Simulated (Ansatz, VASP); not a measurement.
# One calculation of PbO, two programs

Contents of INCAR:

```
ALGO     = Normal         # electronic algorithm
EDIFF    = 1E-6           # SCF threshold, eV
ENCUT    = 520            # plane-wave cutoff, eV
GGA      = PE             # functional
GGA_COMPAT= False        
ISIF     = 2              # what is computed and relaxed
ISMEAR   = 0              # smearing method
LASPH    = True           # aspherical terms in the spheres
LCHARG   = True           # write CHGCAR
LORBIT   = 11             # projections on sites
LORBMOM  = True         
LREAL    = False          # projectors in reciprocal space
LSORBIT  = True           # spin-orbit coupling
LVHAR    = True         
LWAVE    = False          # write WAVECAR
MAGMOM   = 0 0 0 0 0 0 0 0 0 0 0 0 # initial moments
NBANDS   = 54             # bands
NELM     = 150            # most SCF steps
PREC     = Accurate       # precision mode
SIGMA    = 0.01           # smearing width, eV
```

File KPOINTS:

```
k-points
0
Gamma
  12 12 4
```

POSCAR

```
PbO
1.0
    4.1968627715      0.0000000000      0.0000000000
   -2.0984313858      3.6345897763      0.0000000000
    0.0000000000      0.0000000000      5.6222891698
Pb O
2 2
Direct
    0.3333333333      0.6666666667     -0.0195315528
    0.6666666667      0.3333333333      0.4804684472
    0.3333333333      0.6666666667      0.3945315528
    0.6666666667      0.3333333333      0.8945315528
```

Input for Ansatz:

```yaml
crystal:
  lattice:
    - [4.1968627715, 0.0, 0.0]
    - [-2.0984313858, 3.6345897763, 0.0]
    - [0.0, 0.0, 5.6222891698]
  atoms:
    - { symbol: Pb, position: [0.3333333333, 0.6666666667, -0.0195315528] }
    - { symbol: Pb, position: [0.6666666667, 0.3333333333, 0.4804684472] }
    - { symbol: O, position: [0.3333333333, 0.6666666667, 0.3945315528] }
    - { symbol: O, position: [0.6666666667, 0.3333333333, 0.8945315528] }
kpoints:
  mp_grid: { grid: [12, 12, 4] }
  band_path:
    path:
      - [0.0, 0.0, 0.0]
      - [0.5, 0.0, 0.0]
      - [0.3333333333, 0.3333333333, 0.0]
      - [0.0, 0.0, 0.5]
      - [0.5, 0.0, 0.5]
      - [0.3333333333, 0.3333333333, 0.5]
      - [0.0, -0.5, 0.40625]
    npoints: 1
hamiltonian:
  xc: pbe
scf:
  occupations: { method: fixed }
  n_extra_bands: 10
magnetization:
  noncollinear: true
  spin_orbit: true
output:
  forces: true
  stress: true
  eigenvalues: true
```

Alike in both runs: task single point; functional PBE; k mesh 12 × 12 × 4; non-collinear spin, spin-orbit coupling.

|  | VASP | Ansatz |
| --- | --- | --- |
| version | VASP 6.6.1 | Ansatz 0.2.0 |
| potentials or method | VASP PAW PBE potentials, release 64 (Pb_d, O) | plane waves, PAW |
| plane-wave cutoff (eV) | 520 | 420 |
| occupations | gaussian, width 0.01 eV | fixed |
| valence electrons in the cell | 40 | 40 |

Ansatz gave:

| Quantity | Value |
| --- | --- |
| pressure (GPa) | 2.2 |
| traceless stress, the component that is largest in VASP (GPa) | 0.37 |
| rms of the force components (eV/Å) | 0.026 |

Problem. Which values does VASP return?

Solution. Pressure (GPa): 2.3; traceless stress, the component that is largest in VASP (GPa): 0.49; rms of the force components (eV/Å): 0.043.

Atom by atom the forces differ by 0.018 eV/Å (rms over components).
